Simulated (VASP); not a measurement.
SnSe2: single point with r2SCAN

SnSe2:

```
Sn Se
1.0
     4.07099    0.00000    0.00000
    -2.03550    3.52558    0.00000
     0.00000    0.00000    6.08012
Sn Se
1 2
Cartesian
  0.0000 0.0000 0.0000
  2.0355 1.1752 4.5821
  0.0000 2.3504 1.4980
```

This cell differs from its parent crystal: biaxial strain in the a-b plane: +6.0 %, then relaxed in part.

```yaml
Program: VASP 6.6.1
Task: single point
Functional: r2SCAN
Potentials_or_basis: VASP PAW PBE potentials, release 64 (Sn_d, Se)
Cutoff: 520 eV
k_mesh: 12 × 12 × 4
Occupations: gaussian, width 0.02 eV
Spin: no spin polarisation
Dipole_correction: no
Further_INCAR_settings: ALGO = Normal; EDIFF = 1e-06; NBANDS = 20
```

| Quantity | Value |
| --- | --- |
| Pressure | -3.8 GPa |
| Largest force | 0.007 eV/Å |
| Band gap on the k mesh | 0.19 eV, direct |

Forces in eV/Å, atoms in the order of the input:
```
Sn   0.000  0.000  0.000
Se   0.000  0.000 -0.007
Se   0.000  0.000  0.007
```

Stress tensor (GPa, compression positive):
```
-5.74  0.00  0.00
 0.00 -5.74  0.00
 0.00  0.00  0.01
```

Levels at points of the mesh, in eV from the valence-band top:
```
           k point  band 10  band 11  band 12  band 13  band 14  band 15  band 16  band 17
(0.00, 0.00, 0.00)    -1.30    -1.03    -1.03     0.00     0.19     2.49     4.19     4.19
(0.50, 0.00, 0.00)    -3.03    -2.73    -1.17    -0.69     0.78     3.67     5.29     5.77
(0.00, 0.00, 0.50)    -1.39    -1.39    -0.87    -0.87     1.45     2.44     3.89     3.89
(0.50, 0.00, 0.50)    -2.85    -1.89    -1.09    -1.04     0.77     4.18     5.31     6.07
```

It took 3.4 min on 1 thread of Intel(R) Xeon(R) 6975P-C (Granite Rapids), on a shared host, peak memory 0.28 GiB.

Caveat: the cell differs from its parent crystal (biaxial strain in the a-b plane: +6.0 %, then relaxed in part); the PAW data sets were made with another functional, which shifts forces and pressure a little; spin-orbit coupling is left out, which moves the levels of the heavy elements. A k mesh can miss the band edges.
